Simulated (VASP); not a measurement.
Here is a VASP 6.6.1 calculation.

File INCAR:

```
PREC = Accurate
ENCUT = 520
EDIFF = 1E-6
ISMEAR = 0
SIGMA = 0.1
LREAL = F
LASPH = T
NELM = 60
ALGO = Fast
ISIF = 2
LWAVE = F
LCHARG = F
GGA = PE
NBANDS = 28
```

File KPOINTS:

```
regular mesh
0
Gamma
  12 12 12
```

Contents of POSCAR:

```
Ti3Al
1.0
    4.0510427150      0.0000000000      0.0000000000
    0.0000000000      4.0510427150      0.0000000000
    0.0000000000      0.0000000000      4.0510427150
Ti Al
3 1
Direct
    0.0000000000      0.5000000000      0.0000000000
    0.0000000000      0.0000000000      0.5000000000
    0.5000000000      0.0000000000      0.0000000000
    0.5000000000      0.5000000000      0.5000000000
```

Potentials or basis: VASP PAW PBE potentials, release 64 (Ti_sv, Al).

Run with:

```bash
$ cat potpaw_PBE.64/Ti_sv/POTCAR potpaw_PBE.64/Al/POTCAR > POTCAR
$ mpirun -np 1 vasp_std > vasp.out
```

(1) Predict the pressure.

## Answers

(1) -0.2 GPa.
